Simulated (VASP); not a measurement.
Here is a VASP 6.6.1 calculation.

Contents of INCAR:

```
ALGO     = Normal         # electronic algorithm
EDIFF    = 1E-6           # SCF threshold, eV
ENCUT    = 600            # plane-wave cutoff, eV
GGA      = PE             # functional
GGA_COMPAT= F            
ISIF     = 2              # what is computed and relaxed
ISMEAR   = 0              # smearing method
IVDW     = 12             # dispersion correction
LASPH    = T              # aspherical terms in the spheres
LCHARG   = F              # write CHGCAR
LREAL    = F              # projectors in reciprocal space
LWAVE    = F              # write WAVECAR
NBANDS   = 11             # bands
NELM     = 120            # most SCF steps
PREC     = Accurate       # precision mode
SIGMA    = 0.1            # smearing width, eV
```

File KPOINTS:

```
k-points
0
Gamma
  8 8 8
```

The input POSCAR:

```
MgO
1.0
    0.0000000000      2.1100000000      2.1100000000
    2.1100000000      0.0000000000      2.1100000000
    2.1100000000      2.1100000000      0.0000000000
Mg O
1 1
Direct
    0.0000000000      0.0000000000      0.0000000000
    0.5000000000      0.5000000000      0.5000000000
```

Potentials or basis: VASP PAW PBE potentials, release 64 (Mg, O).

The run is started by

```console
$ cat potpaw_PBE.64/Mg/POTCAR potpaw_PBE.64/O/POTCAR > POTCAR
$ mpirun -np 1 vasp_std > vasp.out
```

Predict the dispersion energy per atom.

-0.291 eV.

What does it give for the pressure?

-2.4 GPa.

What does it give for the band gap on the k mesh?

4.67 eV, direct.

A hybrid or GW would open this gap; PBE tends to underestimate it.
